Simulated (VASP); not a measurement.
A run of VASP 6.6.1 is set up as follows.

Contents of INCAR:

```
PREC = Accurate
ENCUT = 520
EDIFF = 1E-8
ISMEAR = -1
SIGMA = 0.05
LREAL = False
LASPH = True
NELM = 150
ALGO = Normal
ISIF = 2
LWAVE = False
LCHARG = False
ISPIN = 2
MAGMOM = 2 0
LORBIT = 11
LMAXMIX = 4
GGA = PE
IBRION = 8
NSW = 1
```

The input KPOINTS:

```
Automatic mesh
0
Gamma
  8 8 8
```

File POSCAR:

```
CoO
1.0
    0.0000000000      2.1315000000      2.1315000000
    2.1315000000      0.0000000000      2.1315000000
    2.1315000000      2.1315000000      0.0000000000
Co O
1 1
Direct
    0.0000000000      0.0000000000      0.0000000000
    0.5000000000      0.5000000000      0.5000000000
```

Potentials or basis: VASP PAW PBE potentials, release 64 (Co, O).

The run is started by

```sh
$ cat potpaw_PBE.64/Co/POTCAR potpaw_PBE.64/O/POTCAR > POTCAR
$ mpirun -np 1 vasp_std > vasp.out
```

(1) Estimate the highest phonon frequency at Γ, LO-TO splitting left out.

(2) Predict the net moment.

(3) What does it give for the site moments?

Results:

(1) 160 cm⁻¹.

(2) 2.87 μB per cell.

(3) Co +2.54; O +0.29 μB.

Caveat: the cell stands under pressure or tension, which shifts response properties; a cell with one magnetic atom can't hold antiferromagnetic order, which such compounds often take.
